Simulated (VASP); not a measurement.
# Ru16CO in VASP: single point with PBE+D3(BJ)

Aim: the single point of Ru16CO with PBE+D3(BJ).

Everything below comes from runs of VASP 6.6.1. Logs are shortened: lines on timing, memory, paths and dates and some standing lists are left out, and cuts for length are marked.

## Step 1: The cell of the first run

The cell holds a slab with vacuum, 18 atoms: a = 5.395 Å, b = 5.395 Å, c = 25.088 Å, α = 90.00°, β = 90.00°, γ = 120.00°.

## Step 2: Single point, PBE+D3(BJ)

The input, INCAR:

```
PREC = Accurate ; ENCUT = 520
EDIFF = 1E-6 ; ISMEAR = 0
SIGMA = 0.1 ; LREAL = Auto
LASPH = T ; NELM = 100
ALGO = Normal ; ISIF = 2
LWAVE = F ; LCHARG = F
LDIPOL = T ; IDIPOL = 3
DIPOL = 0.5 0.5 0.319 ; GGA = PE
IVDW = 12 ; NBANDS = 132
```

The input, KPOINTS:

```
regular mesh
0
Gamma
  6 6 1
```

The input, POSCAR:

```
Ru16CO
1.0
    5.3951895594      0.0000000000      0.0000000000
   -2.6975947797      4.6723712167      0.0000000000
    0.0000000000      0.0000000000     25.0883144398
Ru O C
16 1 1
Direct
    0.3333333333      0.1666666667      0.1594367772
    0.3333333333      0.6666666667      0.1594367772
    0.8333333333      0.1666666667      0.1594367772
    0.8333333333      0.6666666667      0.1594367772
    0.1666666667      0.3333333333      0.2444528113
    0.1666666667      0.8333333333      0.2444528113
    0.6666666667      0.3333333333      0.2444528113
    0.6666666667      0.8333333333      0.2444528113
    0.3333333333      0.1666666667      0.3293143402
    0.3333333333      0.6666666667      0.3293143402
    0.8333333333      0.1666666667      0.3293143402
    0.8333333333      0.6666666667      0.3293143402
    0.1666666667      0.3333333333      0.4120768840
    0.1666666667      0.8333333333      0.4120768840
    0.6666666667      0.3333333333      0.4120768840
    0.6666666667      0.8333333333      0.4120768840
    0.1666666667      0.5833333333      0.5555699835
    0.1666666667      0.5833333333      0.6014080570
```

Potentials or basis: VASP PAW PBE potentials, release 64 (Ru_pv, O, C).

On the command line:

```sh
> cat potpaw_PBE.64/Ru_pv/POTCAR potpaw_PBE.64/O/POTCAR potpaw_PBE.64/C/POTCAR > POTCAR
> mpirun -np 1 vasp_std > vasp.out
```

OUTCAR:

```text
PREC = Accurate
   ENCUT = 520
   EDIFF = 1E-6
   ISMEAR = 0
   LREAL = Auto
   LASPH = T
   NELM = 100
   ISIF = 2
   GGA = PE
   IVDW = 12
 IVDW          = 12

 ion  position               nearest neighbor table
   1  0.333  0.167  0.159-   5 2.64   7 2.64   6 2.64   3 2.70   3 2.70   2 2.70   2 2.70   4 2.70
                             4 2.70
   2  0.333  0.667  0.159-   6 2.64   8 2.64   5 2.64   4 2.70   4 2.70   3 2.70   1 2.70   1 2.70
                             3 2.70
   3  0.833  0.167  0.159-   7 2.64   5 2.64   8 2.64   1 2.70   1 2.70   2 2.70   4 2.70   4 2.70
                             2 2.70
   4  0.833  0.667  0.159-   8 2.64   6 2.64   7 2.64   2 2.70   2 2.70   1 2.70   3 2.70   3 2.70
                             1 2.70
   5  0.167  0.333  0.244-   9 2.64  11 2.64  10 2.64   1 2.64   3 2.64   2 2.64   7 2.70   7 2.70
                             6 2.70   6 2.70   8 2.70   8 2.70
   6  0.167  0.833  0.244-  10 2.64  12 2.64   9 2.64   2 2.64   4 2.64   1 2.64   8 2.70   8 2.70
                             7 2.70   5 2.70   5 2.70   7 2.70
   7  0.667  0.333  0.244-  11 2.64   9 2.64  12 2.64   3 2.64   1 2.64   4 2.64   5 2.70   5 2.70
                             6 2.70   8 2.70   8 2.70   6 2.70
   8  0.667  0.833  0.244-  12 2.64  10 2.64  11 2.64   4 2.64   2 2.64   3 2.64   6 2.70   6 2.70
                             5 2.70   7 2.70   7 2.70   5 2.70
   9  0.333  0.167  0.329-  13 2.60  15 2.60  14 2.60   5 2.64   7 2.64   6 2.64  11 2.70  11 2.70
                            10 2.70  10 2.70  12 2.70  12 2.70
  10  0.333  0.667  0.329-  14 2.60  16 2.60  13 2.60   6 2.64   8 2.64   5 2.64  12 2.70  12 2.70
                            11 2.70   9 2.70   9 2.70  11 2.70
  11  0.833  0.167  0.329-  15 2.60  13 2.60  16 2.60   7 2.64   5 2.64   8 2.64   9 2.70   9 2.70
                            10 2.70  12 2.70  12 2.70  10 2.70
  12  0.833  0.667  0.329-  16 2.60  14 2.60  15 2.60   8 2.64   6 2.64   7 2.64  10 2.70  10 2.70
                             9 2.70  11 2.70  11 2.70   9 2.70
  13  0.167  0.333  0.412-   9 2.60  11 2.60  10 2.60  15 2.70  15 2.70  16 2.70  14 2.70  14 2.70
                            16 2.70
  14  0.167  0.833  0.412-  10 2.60  12 2.60   9 2.60  16 2.70  16 2.70  13 2.70  13 2.70  15 2.70
                            15 2.70
  15  0.667  0.333  0.412-  11 2.60   9 2.60  12 2.60  13 2.70  13 2.70  16 2.70  16 2.70  14 2.70
                            14 2.70
  16  0.667  0.833  0.412-  12 2.60  10 2.60  11 2.60  14 2.70  14 2.70  15 2.70  15 2.70  13 2.70
                            13 2.70
  17  0.167  0.583  0.556-  18 1.15
  18  0.167  0.583  0.601-  17 1.15

  LATTYP: Found a hexagonal cell.
 ALAT       =     5.3951895594
 C/A-ratio  =     4.6501265921

  Lattice vectors:

 A1 = (   5.3951895594,   0.0000000000,   0.0000000000)
 A2 = (  -2.6975947797,   4.6723712167,   0.0000000000)
 A3 = (   0.0000000000,   0.0000000000,  25.0883144398)

Analysis of symmetry for initial positions (statically):
[... 166 lines left out ...]
  volume/ion in A,a.u.               =      35.14       237.10
  Fermi-wavevector in a.u.,A,eV,Ry     =   1.175281  2.220958 18.793520  1.381285
  Thomas-Fermi vector in A             =   2.311664
   LORBIT       =      0    0 simple, 1 ext, 2 COOP (PROOUT), +10 PAW based schemes
   GGA     = PE    functional components
   LHFCALC =     F    Hartree Fock is set to
   AEXX    =    0.0000 exact exchange contribution
   IVDW    =    12    specifies the selected vdW correction
   LEPSILON=     F    determine dielectric tensor
   LRPA    =     F    only Hartree local field effects (RPA)
 non-spin polarized calculation
 Gauss-broadening in eV      SIGMA  =   0.10
  energy-cutoff  :      520.00
  volume of cell :      632.43
 maximum number of plane-waves:     17052
   NGX = 21   NGY = 21   NGZ = 93

 dipolmoment           0.000000      0.000000     -0.002311 electrons x Angstroem

 number of electron     234.0000033 magnetization

 dipolmoment           0.000000      0.000000      0.006808 electrons x Angstroem

 Free energy of the ion-electron system (eV)
  ---------------------------------------------------
  ext. energy  EPLUGINS =         0.00000000
  ---------------------------------------------------
  free energy    TOTEN  =      -154.17020051 eV

  energy without entropy =     -154.07468143  energy(sigma->0) =     -154.12244097

 E-fermi :   1.4241     XC(G=0):  -6.2165

 val. band max:        1.4089961846   @ k =   0.3333   0.1667   0.0000
 cond. band min:       1.4290236553   @ k =   0.0000   0.5000   0.0000
 fundamental gap:      0.0200274707
 Fermi energy:         1.4240763324

 k-point     1 :       0.0000    0.0000    0.0000
  band No.  band energies     occupation
      1     -42.2724      2.00000
      2     -42.2721      2.00000
      3     -42.2713      2.00000
      4     -42.2469      2.00000
      5     -42.1996      2.00000
      6     -42.1995      2.00000
[... 1705 lines left out ...]
    128       2.2579      0.00000
    129       2.2842      0.00000
 [bands above 129 left out]

------------------------ aborting loop because EDIFF is reached ----------------------------------------

 vacuum level on the upper side and lower side of the slab       (xc-potential included)        -0.138        -0.193

 Edisp (eV)   -7.51287

 E8    (eV) :    -3.5307

  FORCE on cell =-STRESS in cart. coord.  units (eV):
  Direction    XX          YY          ZZ          XY          YZ          ZX
  --------------------------------------------------------------------------------------
  -------------------------------------------------------------------------------------
  Total     -11.97633   -11.98200    -5.19330     0.00491     0.00060     0.00104
  in kB     -30.34022   -30.35458   -13.15644     0.01243     0.00152     0.00263
  external pressure =      -24.62 kB  Pullay stress =        0.00 kB

 VOLUME and BASIS-vectors are now :
 -----------------------------------------------------------------------------
  energy-cutoff  :      520.00
  volume of cell :      632.43
      direct lattice vectors                 reciprocal lattice vectors
     5.395189559  0.000000000  0.000000000     0.185350299  0.107012045  0.000000000
    -2.697594780  4.672371217  0.000000000     0.000000000  0.214024090  0.000000000
     0.000000000  0.000000000 25.088314440     0.000000000  0.000000000  0.039859194

 POSITION                                       TOTAL-FORCE (eV/Angst)
 -----------------------------------------------------------------------------------
      1.34880      0.77873      4.00000         0.002100      0.001212      0.510440
     -0.00000      3.11491      4.00000        -0.000520     -0.000300      0.514635
      4.04639      0.77873      4.00000        -0.002008      0.001732      0.511157
      2.69759      3.11491      4.00000         0.000496     -0.002605      0.511157
      0.00000      1.55746      6.13291        -0.000456     -0.001200     -0.522395
     -1.34880      3.89364      6.13291        -0.001268      0.000205     -0.522395
[... 10 lines left out ...]
     -0.67440      2.72555     13.93831        -0.000119     -0.000069      0.712034
     -0.67440      2.72555     15.08831         0.000036      0.000021     -0.715872
 -----------------------------------------------------------------------------------
    total drift:                                0.000023      0.000013     -0.001106

  FREE ENERGIE OF THE ION-ELECTRON SYSTEM (eV)
  ---------------------------------------------------
  free  energy   TOTEN  =      -161.6830734550 eV

  energy  without entropy=     -161.5875543767  energy(sigma->0) =     -161.63531392

 vacuum level on the upper side and lower side of the slab         6.408         6.359
```

OSZICAR:

```text
N       E                     dE             d eps       ncg     rms          rms(c)
DAV:   1     0.248480187072E+04    0.24848E+04   -0.14535E+05  4432   0.167E+03
DAV:   2    -0.336103162650E+02   -0.25184E+04   -0.24527E+04  3620   0.487E+02
DAV:   3    -0.157617626293E+03   -0.12401E+03   -0.11950E+03  5128   0.885E+01
[... 27 lines left out ...]
DAV:  31    -0.154170190661E+03   -0.96375E-05   -0.13173E-06  2592   0.455E-03    0.471E-03
DAV:  32    -0.154170194766E+03   -0.41053E-05   -0.58930E-07  2064   0.318E-03    0.269E-03
DAV:  33    -0.154170198766E+03   -0.39998E-05   -0.67565E-07  2328   0.231E-03    0.107E-03
DAV:  34    -0.154170200045E+03   -0.12788E-05   -0.25280E-07  2016   0.121E-03    0.412E-04
DAV:  35    -0.154170200511E+03   -0.46673E-06   -0.14847E-07  2000   0.750E-04
   1 F= -.16168307E+03 E0= -.16163531E+03  d E =-.955191E-01
```

stdout:

```text
POSCAR found type information on POSCAR RuO C
 POSCAR found :  3 types and      18 ions
 scaLAPACK will be used
 LDA part: xc-table for (Slater+PW92), standard interpolation
 POSCAR, INCAR and KPOINTS ok, starting setup
 FFT: planning ... GRIDC
 FFT: planning ... GRID_SOFT
 FFT: planning ... GRID
 WAVECAR not read
 entering main loop
```

It took 73 min on 1 thread of Intel Xeon Platinum 8259CL at 2.50GHz (Skylake/Cascade Lake), shared host; peak memory 1.1 GiB.

Results:

- Free energy: -161.6831 eV
- Largest force: 0.716 eV/Å
- Band gap on the k mesh: zero (band 117 reaches 2.42 eV, above the bottom of band 118 at 1.16 eV)
- Dispersion energy per atom: -0.417 eV

Forces in eV/Å, atoms in the order of the input:
```
Ru   0.002  0.001  0.510
Ru  -0.001  0.000  0.515
Ru  -0.002  0.002  0.511
Ru   0.000 -0.003  0.511
Ru   0.000 -0.001 -0.522
Ru  -0.001  0.000 -0.522
Ru   0.001  0.000 -0.522
Ru   0.001  0.001 -0.524
Ru   0.004  0.002  0.012
Ru   0.005  0.003 -0.027
Ru  -0.006 -0.002 -0.022
Ru  -0.004 -0.004 -0.022
Ru   0.006 -0.010  0.028
Ru  -0.006  0.011  0.028
Ru  -0.007 -0.004  0.027
Ru   0.007  0.004  0.023
O    0.000  0.000  0.712
C    0.000  0.000 -0.716
```
